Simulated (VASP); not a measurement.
# InSb (zincblende type) (F-43m) in VASP: notebook

The runs below take InSb (zincblende type) through single point, with r2SCAN.

All numbers are computed with VASP 6.6.1; they aren't measurements. Logs are shortened: lines on timing, memory, paths and dates and some standing lists are left out, and cuts for length are marked.

### 1 The cell of the first run

It takes space group F-43m (No. 216, cubic). The conventional cell has a = 6.282 Å, b = 6.282 Å, c = 6.282 Å, α = 90.00°, β = 90.00°, γ = 90.00°. Within 3.6 Å of In (site symmetry -43m) lie 4 Sb at 2.72 Å. Sb (site symmetry -43m) has 4 In at 2.72 Å within 3.6 Å.

### 2 Single point, r2SCAN (30.98 Å³/atom)

The input, POSCAR:

```
InSb
1.0
    0.0000000000      3.1408535989      3.1408535989
    3.1408535989      0.0000000000      3.1408535989
    3.1408535989      3.1408535989      0.0000000000
In Sb
1 1
Direct
    0.0000000000      0.0000000000      0.0000000000
    0.2500000000      0.2500000000      0.2500000000
```

The input, INCAR.step1:

```
SYSTEM = InSb
PREC     = Accurate       ! precision mode
ENCUT    = 520            ! plane-wave cutoff, eV
ISMEAR   = -1             ! smearing method
SIGMA    = 0.1            ! smearing width, eV
LREAL    = .FALSE.        ! projectors in reciprocal space
LASPH    = .TRUE.         ! aspherical terms in the spheres
NELM     = 60             ! most SCF steps
NBANDS   = 16             ! bands
GGA      = PE             ! functional
ALGO     = Normal         ! electronic algorithm
EDIFF    = 1E-4           ! SCF threshold, eV
LWAVE    = .TRUE.         ! write WAVECAR
LCHARG   = .FALSE.        ! write CHGCAR
```

The input, INCAR.step2:

```
SYSTEM = InSb
PREC     = Accurate       ! precision mode
ENCUT    = 520            ! plane-wave cutoff, eV
EDIFF    = 1E-6           ! SCF threshold, eV
ISMEAR   = -1             ! smearing method
SIGMA    = 0.1            ! smearing width, eV
LREAL    = .FALSE.        ! projectors in reciprocal space
LASPH    = .TRUE.         ! aspherical terms in the spheres
NELM     = 60             ! most SCF steps
ALGO     = Normal         ! electronic algorithm
ISIF     = 2              ! what is computed and relaxed
LWAVE    = .FALSE.        ! write WAVECAR
LCHARG   = .FALSE.        ! write CHGCAR
METAGGA  = R2SCAN         ! meta-GGA
LMIXTAU  = .TRUE.       
NBANDS   = 16             ! bands
ISTART   = 1
```

The input, KPOINTS:

```
Automatic mesh
0
G
  11 11 11
  0 0 0
```

Potentials or basis: VASP PAW PBE potentials, release 64 (In_d, Sb).

On the command line:

```bash
cat potpaw_PBE.64/In_d/POTCAR potpaw_PBE.64/Sb/POTCAR > POTCAR
cp INCAR.step1 INCAR
mpirun -np 1 vasp_std > vasp.out
cp INCAR.step2 INCAR
mpirun -np 1 vasp_std > vasp.out
```

OUTCAR:

```text
SYSTEM = InSb
   PREC = Accurate
   ENCUT = 520
   EDIFF = 1E-6
   ISMEAR = -1
   LREAL = .FALSE.
   LASPH = .TRUE.
   NELM = 60
   ISIF = 2
   METAGGA = R2SCAN
   ISTART = 1

 ion  position               nearest neighbor table
   1  0.000  0.000  0.000-   2 2.72   2 2.72   2 2.72   2 2.72
   2  0.250  0.250  0.250-   1 2.72   1 2.72   1 2.72   1 2.72

  LATTYP: Found a face centered cubic cell.
 ALAT       =     6.2817071978

  Lattice vectors:

 A1 = (   0.0000000000,   3.1408535989,   3.1408535989)
 A2 = (   3.1408535989,   0.0000000000,   3.1408535989)
 A3 = (   3.1408535989,   3.1408535989,   0.0000000000)

Analysis of symmetry for initial positions (statically):
=====================================================================
 Subroutine PRICEL returns:
 Original cell was already a primitive cell.

 Routine SETGRP: Setting up the symmetry group for a
 face centered cubic supercell.

 Subroutine GETGRP returns: Found 24 space group operations
 (whereof 24 operations were pure point group operations)
 out of a pool of 48 trial point group operations.

The static configuration has the point symmetry T_d .

Analysis of symmetry for dynamics (positions and initial velocities):
=====================================================================
 Subroutine PRICEL returns:
 Original cell was already a primitive cell.

 Routine SETGRP: Setting up the symmetry group for a
 face centered cubic supercell.

 Subroutine GETGRP returns: Found 24 space group operations
 (whereof 24 operations were pure point group operations)
 out of a pool of 48 trial point group operations.

The dynamic configuration has the point symmetry T_d .

 Subroutine INISYM returns: Found 24 space group operations
 (whereof 24 operations are pure point group operations),
 and found     1 'primitive' translations

----------------------------------------------------------------------------------------

                                     Primitive cell

  volume of cell :      61.9688

  direct lattice vectors                    reciprocal lattice vectors
     0.000000000  3.140853599  3.140853599    -0.159192393  0.159192393  0.159192393
     3.140853599  0.000000000  3.140853599     0.159192393 -0.159192393  0.159192393
     3.140853599  3.140853599  0.000000000     0.159192393  0.159192393 -0.159192393

  length of vectors
     4.441837757  4.441837757  4.441837757     0.275729313  0.275729313  0.275729313

  position of ions in fractional coordinates (direct lattice)
     0.000000000  0.000000000  0.000000000
     0.250000000  0.250000000  0.250000000

  ion indices of the primitive-cell ions
   primitive index   ion index
                 1           1
                 2           2

----------------------------------------------------------------------------------------

 KPOINTS: Automatic mesh

Automatic generation of k-mesh.
 Grid dimensions read from file:
 generate k-points for:   11   11   11

 Generating k-lattice:

  Cartesian coordinates                     Fractional coordinates (reciprocal lattice)
    -0.014472036  0.014472036  0.014472036     0.090909091  0.000000000  0.000000000
     0.014472036 -0.014472036  0.014472036     0.000000000  0.090909091  0.000000000
     0.014472036  0.014472036 -0.014472036     0.000000000  0.000000000  0.090909091

  Length of vectors
     0.025066301  0.025066301  0.025066301

  Shift w.r.t. Gamma in fractional coordinates (k-lattice)
     0.000000000  0.000000000  0.000000000

 Subroutine IBZKPT returns following result:
 ===========================================

 Found     56 irreducible k-points:

 Following reciprocal coordinates:
            Coordinates               Weight
  0.000000  0.000000  0.000000      1.000000
  0.090909  0.000000  0.000000      8.000000
  0.181818  0.000000  0.000000      8.000000
  0.272727  0.000000  0.000000      8.000000
  0.363636  0.000000  0.000000      8.000000
  0.454545  0.000000  0.000000      8.000000
[... 16 lines left out ...]
 -0.272727  0.181818  0.000000     24.000000
 -0.181818  0.181818  0.000000     12.000000
 [... further k-points ...]
   k-points           NKPTS =     56   k-points in BZ     NKDIM =     56   number of bands    NBANDS=     16
   number of dos      NEDOS =    301   number of ions     NIONS =      2
   total plane-waves  NPLWV =  46656
   dimension x,y,z NGX =    36 NGY =   36 NGZ =   36
   dimension x,y,z NGXF=    72 NGYF=   72 NGZF=   72
   ions per type =               1   1
   NGX,Y,Z   is equivalent  to a cutoff of  13.47, 13.47, 13.47 a.u.
   NGXF,Y,Z  is equivalent  to a cutoff of  26.95, 26.95, 26.95 a.u.
 SYSTEM =  InSb
   PREC   = accura    normal or accurate (medium, high low for compatibility)
   ISTART =      1    job   : 0-new  1-cont  2-samecut
   ICHARG =      0    charge: 1-file 2-atom 10-const
   ISPIN  =      1    spin polarized calculation?
   LNONCOLLINEAR =      F non collinear calculations
   LSORBIT =      F    spin-orbit coupling
   LASPH  =      T    aspherical Exc in radial PAW
   ENCUT  =  520.0 eV  38.22 Ry    6.18 a.u.   8.26  8.26  8.26*2*pi/ulx,y,z
   NELM   =     60;   NELMIN=  2; NELMDL=  0     # of ELM steps
   EDIFF  = 0.1E-05   stopping-criterion for ELM
   LREAL  =      F    real-space projection
   EDIFFG = 0.1E-04   stopping-criterion for IOM
   NSW    =      0    number of steps for IOM
   IBRION =     -1    ionic relax: 0-MD 1-quasi-New 2-CG
   NFREE  =      0    steps in history (QN), initial steepest desc. (CG)
   ISIF   =      2    stress and relaxation
   ISYM   =      2    0-nonsym 1-usesym 2-fastsym
   POTIM  = 0.5000    time-step for ionic-motion
   TEBEG  =    0.0;   TEEND  =   0.0 temperature during run
   PSTRESS=    0.0 pullay stress
   NELECT =      18.0000    total number of electrons
   NUPDOWN=      -1.0000    fix difference up-down
   EMIN   =  10.00;   EMAX   =-10.00  energy-range for DOS
   EFERMI =   0.00;   METHOD = LEGACY
   ISMEAR =    -1;   SIGMA  =   0.10  broadening in eV -4-tet -1-fermi 0-gaus
   EFERMI_NEDOS =   21; number of points for ismear=-14 and -15
   IALGO  =     38    algorithm
   IMIX   =      4    mixing-type and parameters
     AMIX     =   0.40;   BMIX     =  1.00
     AMIX_MAG =   1.60;   BMIX_MAG =  1.00
  volume/ion in A,a.u.               =      30.98       209.09
  Fermi-wavevector in a.u.,A,eV,Ry     =   1.084196  2.048834 15.993402  1.175482
  Thomas-Fermi vector in A             =   2.220281
   LORBIT       =      0    0 simple, 1 ext, 2 COOP (PROOUT), +10 PAW based schemes
   METAGGA = R2SCAN    functional components
   LHFCALC =     F    Hartree Fock is set to
   AEXX    =    0.0000 exact exchange contribution
   IVDW    =     0    specifies the selected vdW correction
   LEPSILON=     F    determine dielectric tensor
   LRPA    =     F    only Hartree local field effects (RPA)
 non-spin polarized calculation
  energy-cutoff  :      520.00
  volume of cell :       61.97
 maximum number of plane-waves:      1687
 NGX is ok and might be reduce to    36
   NGX = 17   NGY = 17   NGZ = 17

 number of electron      18.0000001 magnetization

 Free energy of the ion-electron system (eV)
  ---------------------------------------------------
  ext. energy  EPLUGINS =         0.00000000
  ---------------------------------------------------
  free energy    TOTEN  =       -48.58857295 eV

  energy without entropy =      -48.58841359  energy(sigma->0) =      -48.58849327

 E-fermi :   6.4589     XC(G=0):  -9.6695

 val. band max:        5.9755810745   @ k =   0.0000   0.0000   0.0000
 cond. band min:       6.8007126575   @ k =   0.0000   0.0000   0.0000
 fundamental gap:      0.8251315830
 Fermi energy:         6.4588989893

 k-point     1 :       0.0000    0.0000    0.0000
  band No.  band energies     occupation
      1      -9.3559      2.00000
      2      -9.3559      2.00000
      3      -9.3559      2.00000
      4      -9.2213      2.00000
      5      -9.2213      2.00000
      6      -5.8093      2.00000
[... 8 lines left out ...]
     15      14.8526      0.00000
     16      14.8526      0.00000

 k-point     2 :       0.0909    0.0000    0.0000
  band No.  band energies     occupation
      1      -9.3622      2.00000
      2      -9.3532      2.00000
      3      -9.3532      2.00000
      4      -9.2215      2.00000
      5      -9.2215      2.00000
      6      -5.7181      2.00000
[... 8 lines left out ...]
     15      14.1871      0.00000
     16      14.1871      0.00000

 k-point     3 :       0.1818    0.0000    0.0000
  band No.  band energies     occupation
      1      -9.3788      2.00000
      2      -9.3462      2.00000
      3      -9.3461      2.00000
      4      -9.2219      2.00000
      5      -9.2219      2.00000
      6      -5.4518      2.00000
[... 8 lines left out ...]
     15      13.7208      0.00000
     16      13.7208      0.00000

 k-point     4 :       0.2727    0.0000    0.0000
  band No.  band energies     occupation
      1      -9.3999      2.00000
      2      -9.3376      2.00000
      3      -9.3376      2.00000
      4      -9.2216      2.00000
      5      -9.2216      2.00000
      6      -5.0381      2.00000
[... 8 lines left out ...]
     15      13.8492      0.00000
     16      13.8492      0.00000

 k-point     5 :       0.3636    0.0000    0.0000
  band No.  band energies     occupation
      1      -9.4187      2.00000
      2      -9.3307      2.00000
      3      -9.3306      2.00000
      4      -9.2205      2.00000
      5      -9.2205      2.00000
      6      -4.5475      2.00000
[... 8 lines left out ...]
     15      14.5992      0.00000
     16      14.5992      0.00000

 k-point     6 :       0.4545    0.0000    0.0000
  band No.  band energies     occupation
      1      -9.4297      2.00000
      2      -9.3269      2.00000
      3      -9.3269      2.00000
      4      -9.2194      2.00000
      5      -9.2194      2.00000
      6      -4.1585      2.00000
[... 8 lines left out ...]
     15      15.6726      0.00000
     16      15.6726      0.00000
[... 267 lines left out ...]
 k-point    21 :      -0.4545    0.1818    0.0000
  band No.  band energies     occupation
      1      -9.4420      2.00000
      2      -9.3184      2.00000
      3      -9.3146      2.00000
      4      -9.2272      2.00000
      5      -9.2186      2.00000
      6      -3.8505      2.00000
[... 8 lines left out ...]
     15      15.4600      0.00000
     16      15.5949      0.00000

 k-point    22 :      -0.3636    0.1818    0.0000
  band No.  band energies     occupation
      1      -9.4370      2.00000
      2      -9.3197      2.00000
      3      -9.3184      2.00000
      4      -9.2235      2.00000
      5      -9.2222      2.00000
      6      -4.0044      2.00000
[... 8 lines left out ...]
     15      14.3449      0.00000
     16      15.5889      0.00000

 k-point    23 :      -0.2727    0.1818    0.0000
  band No.  band energies     occupation
      1      -9.4249      2.00000
      2      -9.3259      2.00000
      3      -9.3232      2.00000
      4      -9.2251      2.00000
      5      -9.2210      2.00000
      6      -4.4389      2.00000
[... 8 lines left out ...]
     15      14.9274      0.00000
     16      16.5422      0.00000

 k-point    24 :      -0.1818    0.1818    0.0000
  band No.  band energies     occupation
      1      -9.4084      2.00000
      2      -9.3351      2.00000
      3      -9.3294      2.00000
      4      -9.2257      2.00000
      5      -9.2199      2.00000
      6      -4.8968      2.00000
[... 8 lines left out ...]
     15      14.8571      0.00000
     16      15.3480      0.00000

 [... further k-points ...]
[... 5 lines left out ...]
  --------------------------------------------------------------------------------------
  -------------------------------------------------------------------------------------
  Total        2.9362634      2.9362634      2.9362634      0.0000000     -0.0000000      0.0000000
  in kB       75.9158597     75.9158597     75.9158597      0.0000000     -0.0000000      0.0000000
  external PRESSURE =      75.9158597 kB  Pullay stress =       0.0000000 kB

 VOLUME and BASIS-vectors are now :
 -----------------------------------------------------------------------------
  energy-cutoff  :      520.00
  volume of cell :       61.97
      direct lattice vectors                 reciprocal lattice vectors
     0.000000000  3.140853599  3.140853599    -0.159192393  0.159192393  0.159192393
     3.140853599  0.000000000  3.140853599     0.159192393 -0.159192393  0.159192393
     3.140853599  3.140853599  0.000000000     0.159192393  0.159192393 -0.159192393

 POSITION                                       TOTAL-FORCE (eV/Angst)
 -----------------------------------------------------------------------------------
      0.00000      0.00000      0.00000        -0.000000     -0.000000     -0.000000
      1.57043      1.57043      1.57043         0.000000      0.000000      0.000000
 -----------------------------------------------------------------------------------
    total drift:                               -0.000002     -0.000002     -0.000002

  FREE ENERGIE OF THE ION-ELECTRON SYSTEM (eV)
  ---------------------------------------------------
  free  energy   TOTEN  =       -48.5885729466 eV

  energy  without entropy=      -48.5884135893  energy(sigma->0) =      -48.58849327
```

Run time: 5.6 min. Hardware: 1 thread of Intel Xeon 8259CL, shared host; peak memory 0.25 GiB.

Results:

```
Free energy            : -48.5886 eV
Pressure               : 7.6 GPa
Band gap on the k mesh : 0.83 eV
```

Caveat: the cell stands under pressure; the PAW data sets were made with another functional, which shifts forces and pressure a little; spin-orbit coupling is left out, which moves the levels of the heavy elements; an odd mesh through Γ misses points on the zone boundary, where band edges can lie.

### 3 Single point, r2SCAN (33.10 Å³/atom)

This run uses another cell than the first one, of 33.10 Å³/atom.

The input, POSCAR:

```
InSb
1.0
    0.0000000000      3.2106730852      3.2106730852
    3.2106730852      0.0000000000      3.2106730852
    3.2106730852      3.2106730852      0.0000000000
In Sb
1 1
Direct
    0.0000000000      0.0000000000      0.0000000000
    0.2500000000      0.2500000000      0.2500000000
```

The input, INCAR.step1:

```
ALGO     = Normal         # electronic algorithm
EDIFF    = 1E-4           # SCF threshold, eV
ENCUT    = 520            # plane-wave cutoff, eV
GGA      = PE             # functional
ISMEAR   = -1             # smearing method
LASPH    = T              # aspherical terms in the spheres
LCHARG   = F              # write CHGCAR
LREAL    = F              # projectors in reciprocal space
LWAVE    = T              # write WAVECAR
NBANDS   = 16             # bands
NELM     = 80             # most SCF steps
PREC     = Accurate       # precision mode
SIGMA    = 0.1            # smearing width, eV
```

The input, INCAR.step2:

```
ALGO     = Normal         # electronic algorithm
EDIFF    = 1E-6           # SCF threshold, eV
ENCUT    = 520            # plane-wave cutoff, eV
ISIF     = 2              # what is computed and relaxed
ISMEAR   = -1             # smearing method
ISTART   = 1            
LASPH    = T              # aspherical terms in the spheres
LCHARG   = T              # write CHGCAR
LELF     = T              # ELF
LMIXTAU  = T            
LREAL    = F              # projectors in reciprocal space
LVHAR    = T            
LWAVE    = F              # write WAVECAR
METAGGA  = R2SCAN         # meta-GGA
NBANDS   = 16             # bands
NELM     = 80             # most SCF steps
PREC     = Accurate       # precision mode
SIGMA    = 0.1            # smearing width, eV
```

The input, KPOINTS:

```
k-points
0
Gamma
  11 11 11
```

Potentials or basis: VASP PAW PBE potentials, release 64 (In_d, Sb).

On the command line:

```bash
cat potpaw_PBE.64/In_d/POTCAR potpaw_PBE.64/Sb/POTCAR > POTCAR
cp INCAR.step1 INCAR
mpirun -np 1 vasp_std > vasp.out
cp INCAR.step2 INCAR
mpirun -np 1 vasp_std > vasp.out
```

It took 5.6 min on 1 thread of Intel Xeon 8259CL, shared host; peak memory 0.25 GiB.

Results (log left out):

* Free energy: -48.7281 eV
* Pressure: 3.1 GPa
* Band gap on the k mesh: 0.41 eV

Levels at points of the mesh, in eV from the valence-band top:
| k point | band 6 | band 7 | band 8 | band 9 | band 10 | band 11 | band 12 | band 13 |
| --- | --- | --- | --- | --- | --- | --- | --- | --- |
| (0.00, 0.00, 0.00) | -11.30 | 0.00 | 0.00 | 0.00 | 0.41 | 3.21 | 3.21 | 3.21 |

Caveat: the cell stands under pressure; semilocal functionals underestimate gaps, and a narrow one can read as zero; the PAW data sets were made with another functional, which shifts forces and pressure a little; spin-orbit coupling is left out, which moves the levels of the heavy elements; an odd mesh through Γ misses points on the zone boundary, where band edges can lie.
